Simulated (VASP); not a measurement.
# WC (P-6m2) in VASP: phonons with r2SCAN

Aim: the phonons of WC with r2SCAN.

All numbers are computed with VASP 6.6.1; they aren't measurements. Logs are shortened: lines on timing, memory, paths and dates and some standing lists are left out, and cuts for length are marked.

### 1 The cell of the first run

The structure is hexagonal, space group P-6m2 (No. 187). Conventional cell: a = 2.913 Å, b = 2.913 Å, c = 2.835 Å, α = 90.00°, β = 90.00°, γ = 120.00°. Within 3.0 Å of W (site symmetry -6m2) lie 6 C at 2.20 Å and 8 W at 2.84 to 2.91 Å. C (site symmetry -6m2) has 6 W at 2.20 Å and 8 C at 2.84 to 2.91 Å within 3.0 Å.

### 2 Phonons, r2SCAN

Input file INCAR:

```
PREC     = Accurate       # precision mode
ENCUT    = 520            # plane-wave cutoff, eV
EDIFF    = 1E-8           # SCF threshold, eV
ISMEAR   = -1             # smearing method
SIGMA    = 0.15           # smearing width, eV
LREAL    = False          # projectors in reciprocal space
LASPH    = True           # aspherical terms in the spheres
NELM     = 100            # most SCF steps
ALGO     = Normal         # electronic algorithm
ISIF     = 2              # what is computed and relaxed
LWAVE    = False          # write WAVECAR
LCHARG   = False          # write CHGCAR
METAGGA  = R2SCAN         # meta-GGA
LMIXTAU  = True         
IBRION   = 6              # ionic algorithm
NFREE    = 2            
POTIM    = 0.015          # step
NSW      = 1              # ionic steps
```

Input file KPOINTS:

```
Automatic mesh
0
Gamma
  18 18 14
```

Input file POSCAR:

```
WC
1.0
    2.9129252299      0.0000000000      0.0000000000
   -1.4564626149      2.5226672484      0.0000000000
    0.0000000000      0.0000000000      2.8350574409
W C
1 1
Direct
    0.0000000000      0.0000000000      0.0000000000
    0.6666666667      0.3333333333      0.5000000000
```

Potentials or basis: VASP PAW PBE potentials, release 64 (W_sv, C).

Started as:

```bash
$ cat potpaw_PBE.64/W_sv/POTCAR potpaw_PBE.64/C/POTCAR > POTCAR
$ mpirun -np 1 vasp_std > vasp.out
```

OUTCAR:

```text
PREC = Accurate
   ENCUT = 520
   EDIFF = 1E-8
   ISMEAR = -1
   LREAL = False
   LASPH = True
   NELM = 100
   ISIF = 2
   METAGGA = R2SCAN
   IBRION = 6
   NFREE = 2
   POTIM = 0.015
   NSW = 1

 ion  position               nearest neighbor table
   1  0.000  0.000  0.000-   2 2.20   2 2.20   2 2.20   2 2.20   2 2.20   2 2.20
   2  0.667  0.333  0.500-   1 2.20   1 2.20   1 2.20   1 2.20   1 2.20   1 2.20

  LATTYP: Found a hexagonal cell.
 ALAT       =     2.9129252299
 C/A-ratio  =     0.9732681813

  Lattice vectors:

 A1 = (   2.9129252299,   0.0000000000,   0.0000000000)
 A2 = (  -1.4564626149,   2.5226672484,   0.0000000000)
 A3 = (   0.0000000000,   0.0000000000,   2.8350574409)

Analysis of symmetry for initial positions (statically):
=====================================================================
 Subroutine PRICEL returns:
 Original cell was already a primitive cell.

 Routine SETGRP: Setting up the symmetry group for a
 hexagonal supercell.

 Subroutine GETGRP returns: Found 12 space group operations
 (whereof 12 operations were pure point group operations)
 out of a pool of 24 trial point group operations.

The static configuration has the point symmetry D_3h.

Analysis of symmetry for dynamics (positions and initial velocities):
=====================================================================
 Subroutine PRICEL returns:
 Original cell was already a primitive cell.

 Routine SETGRP: Setting up the symmetry group for a
 hexagonal supercell.

 Subroutine GETGRP returns: Found 12 space group operations
 (whereof 12 operations were pure point group operations)
 out of a pool of 24 trial point group operations.

The dynamic configuration has the point symmetry D_3h.

 Subroutine INISYM returns: Found 12 space group operations
 (whereof 12 operations are pure point group operations),
 and found     1 'primitive' translations

----------------------------------------------------------------------------------------

                                     Primitive cell

  volume of cell :      20.8330

  direct lattice vectors                    reciprocal lattice vectors
     2.912925230  0.000000000  0.000000000     0.343297517  0.198202914  0.000000000
    -1.456462615  2.522667248  0.000000000     0.000000000  0.396405828  0.000000000
     0.000000000  0.000000000  2.835057441     0.000000000  0.000000000  0.352726539

  length of vectors
     2.912925230  2.912925230  2.835057441     0.396405828  0.396405828  0.352726539

  position of ions in fractional coordinates (direct lattice)
     0.000000000  0.000000000  0.000000000
     0.666666667  0.333333333  0.500000000

  ion indices of the primitive-cell ions
   primitive index   ion index
                 1           1
                 2           2

----------------------------------------------------------------------------------------

 KPOINTS: Automatic mesh

Automatic generation of k-mesh.
 Grid dimensions read from file:
 generate k-points for:   18   18   14

 Generating k-lattice:

  Cartesian coordinates                     Fractional coordinates (reciprocal lattice)
     0.019072084  0.011011273  0.000000000     0.055555556  0.000000000  0.000000000
     0.000000000  0.022022546  0.000000000     0.000000000  0.055555556  0.000000000
     0.000000000  0.000000000  0.025194753     0.000000000  0.000000000  0.071428571

  Length of vectors
     0.022022546  0.022022546  0.025194753

  Shift w.r.t. Gamma in fractional coordinates (k-lattice)
     0.000000000  0.000000000  0.000000000

[... 59 lines left out ...]
   TEBEG  =    0.0;   TEEND  =   0.0 temperature during run
   PSTRESS=    0.0 pullay stress
   NELECT =      18.0000    total number of electrons
   NUPDOWN=      -1.0000    fix difference up-down
   EMIN   =  10.00;   EMAX   =-10.00  energy-range for DOS
   EFERMI =   0.00;   METHOD = LEGACY
   ISMEAR =    -1;   SIGMA  =   0.15  broadening in eV -4-tet -1-fermi 0-gaus
   EFERMI_NEDOS =   21; number of points for ismear=-14 and -15
   IALGO  =     38    algorithm
   IMIX   =      4    mixing-type and parameters
     AMIX     =   0.40;   BMIX     =  1.00
     AMIX_MAG =   1.60;   BMIX_MAG =  1.00
  volume/ion in A,a.u.               =      10.42        70.29
  Fermi-wavevector in a.u.,A,eV,Ry     =   1.559248  2.946552 33.079236  2.431255
  Thomas-Fermi vector in A             =   2.662634
   LORBIT       =      0    0 simple, 1 ext, 2 COOP (PROOUT), +10 PAW based schemes
   METAGGA = R2SCAN    functional components
   LHFCALC =     F    Hartree Fock is set to
   AEXX    =    0.0000 exact exchange contribution
   IVDW    =     0    specifies the selected vdW correction
   LEPSILON=     F    determine dielectric tensor
   LRPA    =     F    only Hartree local field effects (RPA)
 finite differences with symmetry
 non-spin polarized calculation
  energy-cutoff  :      520.00
  volume of cell :       20.83
 maximum number of plane-waves:       581
 NGX is ok and might be reduce to    24
   NGX = 11   NGY = 11   NGZ = 11

--------------------------------------- Ionic step        1  -------------------------------------------

 number of electron      18.0000001 magnetization

 Free energy of the ion-electron system (eV)
  ---------------------------------------------------
  ext. energy  EPLUGINS =         0.00000000
  ---------------------------------------------------
  free energy    TOTEN  =       -61.62269843 eV

  energy without entropy =      -61.60173833  energy(sigma->0) =      -61.61221838

------------------------ aborting loop because EDIFF is reached ----------------------------------------

  FORCE on cell =-STRESS in cart. coord.  units (eV):
  Direction    XX          YY          ZZ          XY          YZ          ZX
  --------------------------------------------------------------------------------------
  -------------------------------------------------------------------------------------
  Total        0.2349064      0.2349064      0.2770890      0.0000000     -0.0000000     -0.0000000
  in kB       18.0656743     18.0656743     21.3097682      0.0000000     -0.0000000     -0.0000000
  external PRESSURE =      19.1470390 kB  Pullay stress =       0.0000000 kB
[... 275 lines left out ...]
--------------------------------------- Ionic step        9  -------------------------------------------

 number of electron      18.0000001 magnetization

 Free energy of the ion-electron system (eV)
  ---------------------------------------------------
  ext. energy  EPLUGINS =         0.00000000
  ---------------------------------------------------
  free energy    TOTEN  =       -61.62117167 eV

  energy without entropy =      -61.60020189  energy(sigma->0) =      -61.61068678

 E-fermi :  10.9522     XC(G=0): -14.9438

 val. band max:       10.9331890587   @ k =   0.4444   0.0556   0.5000
 cond. band min:      11.0173789334   @ k =   0.0000   0.0000   0.0714
 fundamental gap:      0.0841898747
 Fermi energy:        10.9522268306

 k-point     1 :       0.0000    0.0000    0.0000
  band No.  band energies     occupation
      1     -65.0396      2.00000
      2     -28.3424      2.00000
      3     -28.2449      2.00000
      4     -28.2449      2.00000
      5      -4.3041      2.00000
      6       6.4409      2.00000
      7       7.4219      2.00000
      8       7.4219      2.00000
      9      11.0408      0.71290
     10      14.3136      0.00000
     11      14.3136      0.00000
     12      16.8649      0.00000
     13      16.8649      0.00000
[... 354 lines left out ...]
  band No.  band energies     occupation
      1     -64.9760      2.00000
      2     -29.0382      2.00000
      3     -28.4995      2.00000
      4     -28.2267      2.00000
      5      -0.8865      2.00000
      6       3.7614      2.00000
      7       7.1756      2.00000
      8       7.3114      2.00000
      9      10.3617      1.96173
     10      12.8915      0.00000
     11      14.6323      0.00000
     12      15.9067      0.00000
     13      18.8495      0.00000

 [... further k-points ...]

------------------------ aborting loop because EDIFF is reached ----------------------------------------

  FORCE on cell =-STRESS in cart. coord.  units (eV):
  Direction    XX          YY          ZZ          XY          YZ          ZX
  --------------------------------------------------------------------------------------
  -------------------------------------------------------------------------------------
  Total        0.2402175      0.2402175      0.2866525      0.0000000      0.0000000     -0.0000000
  in kB       18.4741317     18.4741317     22.0452567      0.0000000      0.0000000     -0.0000000
  external PRESSURE =      19.6645067 kB  Pullay stress =       0.0000000 kB
[... 17 lines left out ...]
  FREE ENERGIE OF THE ION-ELECTRON SYSTEM (eV)
  ---------------------------------------------------
  free  energy   TOTEN  =       -61.6211716716 eV

  energy  without entropy=      -61.6002018944  energy(sigma->0) =      -61.61068678

 INTERNAL STRAIN TENSORS FROM DISPLACED ATOMS
 ============================================

 INTERNAL STRAIN TENSOR FOR ION    1 for displacements in x,y,z  (eV/Angst):
          X           Y           Z          XY          YZ          ZX
  --------------------------------------------------------------------------------
  x     0.00000    -0.00000     0.00000     4.74041     0.00000     0.00000
  y     4.74041    -4.74041     0.00000    -0.00000     0.00000     0.00000
  z     0.00000     0.00000     0.00000     0.00000    -0.00000     0.00000

 INTERNAL STRAIN TENSOR FOR ION    2 for displacements in x,y,z  (eV/Angst):
          X           Y           Z          XY          YZ          ZX
  --------------------------------------------------------------------------------
  x    -0.00000     0.00000     0.00000    -4.74631     0.00000     0.00000
  y    -4.74631     4.74631     0.00000     0.00000     0.00000     0.00000
  z     0.00000     0.00000     0.00000     0.00000     0.00000    -0.00000

 Eigenvectors and eigenvalues of the dynamical matrix
 ----------------------------------------------------

   1 f  =   18.669152 THz   117.301742 2PiTHz  622.735883 cm-1    77.209374 meV
             X         Y         Z           dx          dy          dz
      0.000000  0.000000  0.000000     0.202718    0.142405   -0.000000
      1.456463  0.840889  1.417529    -0.792770   -0.556904   -0.000000
[... 21 lines left out ...]
   6 f/i=    0.001942 THz     0.012201 2PiTHz    0.064774 cm-1     0.008031 meV
             X         Y         Z           dx          dy          dz
      0.000000  0.000000  0.000000     0.968103   -0.037462    0.000000
      1.456463  0.840889  1.417529     0.247553   -0.009579    0.000000

 ELASTIC MODULI CONTR FROM IONIC RELAXATION (kBar)
 Direction    XX          YY          ZZ          XY          YZ          ZX
 --------------------------------------------------------------------------------
 XX        -107.5780    107.5780     -0.0000     -0.0000     -0.0000      0.0000
 YY         107.5780   -107.5780      0.0000     -0.0000      0.0000     -0.0000
 ZZ          -0.0000      0.0000     -0.0000     -0.0000     -0.0000      0.0000
 XY          -0.0000     -0.0000     -0.0000   -107.5780      0.0000     -0.0000
 YZ          -0.0000      0.0000     -0.0000      0.0000     -0.0000      0.0000
 ZX           0.0000     -0.0000      0.0000     -0.0000      0.0000     -0.0000
 --------------------------------------------------------------------------------
```

It took 31 min on 1 thread of Intel Xeon 6975P-C (Granite Rapids), shared host; peak memory 0.7 GiB.

What came out:

* Highest phonon frequency at Γ: 623 cm⁻¹

Phonon frequencies in cm⁻¹ (negative: imaginary):
| q point | frequencies |
| --- | --- |
| (0.000, 0.000, 0.000) | 0 0 0 572 623 623 |

Caveat: the cell stands under pressure or tension, which shifts response properties; the PAW data sets were made with another functional, which shifts forces and pressure a little; spin-orbit coupling is left out, which moves the levels of the heavy elements.
